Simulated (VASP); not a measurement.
# ZnCu (Cmmm) in VASP: electric field gradients with PBEsol

Aim: the electric field gradients of ZnCu with PBEsol.

Program: VASP 6.6.1. These are calculated values, not measurements. Logs are shortened: lines on timing, memory, paths and dates and some standing lists are left out, and cuts for length are marked.

### 1 The cell of the first run

It takes space group Cmmm (No. 65, orthorhombic). Conventional cell: a = 2.976 Å, b = 4.243 Å, c = 4.141 Å, α = 90.00°, β = 90.00°, γ = 90.00°. Within 3.4 Å of Zn (site symmetry mmm) lie 8 Cu at 2.55 to 2.96 Å and 6 Zn at 2.59 to 2.98 Å. Cu (site symmetry mmm) has 8 Zn at 2.55 to 2.96 Å and 6 Cu at 2.59 to 2.98 Å within 3.4 Å.

### 2 Electric field gradients, PBEsol (13.07 Å³/atom)

The input, INCAR:

```
SYSTEM = ZnCu
ALGO = Normal ; EDIFF = 1E-8
ENCUT = 520 ; GGA = PS
ISIF = 2 ; ISMEAR = -1
LASPH = .TRUE. ; LCHARG = .FALSE.
LEFG = .TRUE. ; LREAL = .FALSE.
LWAVE = .FALSE. ; NBANDS = 18
NELM = 100 ; PREC = Accurate
SIGMA = 0.05
```

The input, KPOINTS:

```
k-points
0
G
  15 15 9
  0 0 0
```

The input, POSCAR:

```
ZnCu
1.0
    1.4880390000     -2.1212790000      0.0000000000
    1.4880390000      2.1212790000      0.0000000000
    0.0000000000      0.0000000000      4.1407460000
Zn Cu
1 1
Direct
    0.5000000000      0.5000000000      0.5000000000
    0.0000000000      0.0000000000      0.0000000000
```

Potentials or basis: VASP PAW PBE potentials, release 64 (Zn, Cu).

Command:

```console
$ cat potpaw_PBE.64/Zn/POTCAR potpaw_PBE.64/Cu/POTCAR > POTCAR
$ mpirun -np 1 vasp_std > vasp.out
```

OUTCAR:

```text
SYSTEM = ZnCu
   EDIFF = 1E-8
   ENCUT = 520
   GGA = PS
   ISIF = 2
   ISMEAR = -1
   LASPH = .TRUE.
   LREAL = .FALSE.
   NELM = 100
   PREC = Accurate

 ion  position               nearest neighbor table
   1  0.500  0.500  0.500-   2 2.55   2 2.55   2 2.55   2 2.55
   2  0.000  0.000  0.000-   1 2.55   1 2.55   1 2.55   1 2.55

  LATTYP: Found a base centered orthorhombic cell.
 ALAT       =     2.9760780000
 B/A-ratio  =     1.4255533625
 C/A-ratio  =     1.3913432376

  Lattice vectors:

 A1 = (   1.4880390000,  -2.1212790000,   0.0000000000)
 A2 = (   1.4880390000,   2.1212790000,   0.0000000000)
 A3 = (   0.0000000000,   0.0000000000,   4.1407460000)

Analysis of symmetry for initial positions (statically):
=====================================================================
 Subroutine PRICEL returns:
 Original cell was already a primitive cell.

 Routine SETGRP: Setting up the symmetry group for a
 base centered orthorhombic supercell.

 Subroutine GETGRP returns: Found  8 space group operations
 (whereof  8 operations were pure point group operations)
 out of a pool of  8 trial point group operations.

The static configuration has the point symmetry D_2h.

Analysis of symmetry for dynamics (positions and initial velocities):
=====================================================================
 Subroutine PRICEL returns:
 Original cell was already a primitive cell.

 Routine SETGRP: Setting up the symmetry group for a
 base centered orthorhombic supercell.

 Subroutine GETGRP returns: Found  8 space group operations
 (whereof  8 operations were pure point group operations)
 out of a pool of  8 trial point group operations.

The dynamic configuration has the point symmetry D_2h.

 Subroutine INISYM returns: Found  8 space group operations
 (whereof  8 operations are pure point group operations),
 and found     1 'primitive' translations

----------------------------------------------------------------------------------------

                                     Primitive cell

  volume of cell :      26.1409

  direct lattice vectors                    reciprocal lattice vectors
[... 119 lines left out ...]
  energy-cutoff  :      520.00
  volume of cell :       26.14
 maximum number of plane-waves:       728
   NGX =  9   NGY =  9   NGZ = 15

 number of electron      22.9999985 magnetization

 Free energy of the ion-electron system (eV)
  ---------------------------------------------------
  ext. energy  EPLUGINS =         0.00000000
  ---------------------------------------------------
  free energy    TOTEN  =        -5.97909659 eV

  energy without entropy =       -5.97347095  energy(sigma->0) =       -5.97628377

 E-fermi :   5.1714     XC(G=0): -12.4356

 val. band max:        5.1666763406   @ k =   0.4000   0.2000   0.0000
 cond. band min:       5.1839541786   @ k =   0.4000   0.2667   0.0000
 fundamental gap:      0.0172778379
 Fermi energy:         5.1713705287

 k-point     1 :       0.0000    0.0000    0.0000
  band No.  band energies     occupation
      1      -5.1233      2.00000
      2      -2.9004      2.00000
      3      -2.7607      2.00000
      4      -2.0712      2.00000
      5      -2.0491      2.00000
      6      -1.8513      2.00000
[... 481 lines left out ...]
      5      -2.0059      2.00000
      6      -1.7877      2.00000
[... 10 lines left out ...]
     17      20.3210      0.00000
     18      22.2676      0.00000

 [... further k-points ...]

------------------------ aborting loop because EDIFF is reached ----------------------------------------

  FORCE on cell =-STRESS in cart. coord.  units (eV):
  Direction    XX          YY          ZZ          XY          YZ          ZX
  --------------------------------------------------------------------------------------
  -------------------------------------------------------------------------------------
  Total       -0.7831668     -1.1019677     -0.9863948     -0.0000000      0.0000000      0.0000000
  in kB      -48.0003248    -67.5396430    -60.4561771     -0.0000000      0.0000000      0.0000000
  external PRESSURE =     -58.6653816 kB  Pullay stress =       0.0000000 kB

 VOLUME and BASIS-vectors are now :
 -----------------------------------------------------------------------------
  energy-cutoff  :      520.00
  volume of cell :       26.14
      direct lattice vectors                 reciprocal lattice vectors
     1.488039000 -2.121279000  0.000000000     0.336012699 -0.235706854  0.000000000
     1.488039000  2.121279000  0.000000000     0.336012699  0.235706854  0.000000000
     0.000000000  0.000000000  4.140746000     0.000000000  0.000000000  0.241502377

 POSITION                                       TOTAL-FORCE (eV/Angst)
 -----------------------------------------------------------------------------------
      1.48804      0.00000      2.07037         0.000000      0.000000      0.000000
      0.00000      0.00000      0.00000        -0.000000      0.000000      0.000000
 -----------------------------------------------------------------------------------
    total drift:                                0.000000      0.000000      0.000000

  FREE ENERGIE OF THE ION-ELECTRON SYSTEM (eV)
  ---------------------------------------------------
  free  energy   TOTEN  =        -5.9790965945 eV

  energy  without entropy=       -5.9734709493  energy(sigma->0) =       -5.97628377

 Electric field gradients (V/A^2)
---------------------------------------------------------------------
 ion       V_xx      V_yy      V_zz      V_xy      V_xz      V_yz
---------------------------------------------------------------------
   1       6.179    11.271   -17.450    -0.000     0.000     0.000
   2      -7.204    -7.172    14.376    -0.000    -0.000     0.000
---------------------------------------------------------------------

 Electric field gradients after diagonalization (V/A^2)
 (convention: |V_zz| > |V_xx| > |V_yy|)
----------------------------------------------------------------------
 ion       V_xx      V_yy      V_zz     asymmetry (V_yy - V_xx)/ V_zz
----------------------------------------------------------------------
   1      11.271     6.179   -17.450       0.292
   2      -7.204    -7.172    14.376       0.002
----------------------------------------------------------------------

           NMR quadrupolar parameters

 Cq : quadrupolar parameter    Cq=e*Q*V_zz/h
 eta: asymmetry parameters     (V_yy - V_xx)/ V_zz
 Q  : nuclear electric quadrupole moment in mb (millibarn)
----------------------------------------------------------------------
 ion       Cq(MHz)       eta       Q (mb)
----------------------------------------------------------------------
   1      -0.042       0.292       1.000
   2       0.035       0.002       1.000
----------------------------------------------------------------------
```

Run time: 2.8 min. Hardware: 1 thread of Oxide Virtual Turin-like, shared host; peak memory 0.23 GiB.

Results:

| Quantity | Value |
| --- | --- |
| Free energy | -5.9791 eV |
| Pressure | -5.9 GPa |
| Band gap on the k mesh | zero (an odd number of electrons rules out a gap without spin polarisation) |
| Largest electric field gradient by atom | Zn -17.4; Cu +14.4 V/Å² |

Electric field gradients, principal values (V/Å²):
```csv
atom,least,middle,greatest (by size)
1 Zn,6.179,11.271,-17.450
2 Cu,-7.172,-7.204,14.376
```

Caveat: the cell stands under tension; without QUAD_EFG the Cq values of the log hold for a quadrupole moment of 1 mb, not for the nuclei; the PAW data sets were made with another functional, which shifts forces and pressure a little.
